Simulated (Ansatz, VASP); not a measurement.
# One calculation of Al, two programs

```
Al
1.0
     2.84860    0.00000    0.00000
    -1.42430    2.46696    0.00000
     0.00000    0.00000   10.30650
Al
4
Direct
  0.00000 0.00000 0.00000
  0.33333 0.66667 0.25000
  0.00000 0.00000 0.50000
  0.66667 0.33333 0.75000
```

Alike in both runs: task single point; functional PBE; dispersion D3(BJ); k mesh 18 × 18 × 4; occupations gaussian, width 0.15 eV; no spin polarisation.

```csv
,VASP,Ansatz
version,VASP 6.6.1,Ansatz 0.2.0
potentials or method,"VASP PAW PBE potentials, release 64 (Al), cutoff 500 eV","scalar-relativistic, plane waves, PAW"
valence electrons in the cell,12,12
```

```csv
,VASP,Ansatz,Ansatz less VASP
gap on the k mesh at the Fermi level (eV),none,none,-
pressure (GPa),-7.6,-7.5,+0.03
"traceless stress, the component that is largest in VASP (GPa)",-2.75,-2.78,-0.022
```

A gap of «none» marks a metal or a gap that the smearing closes.
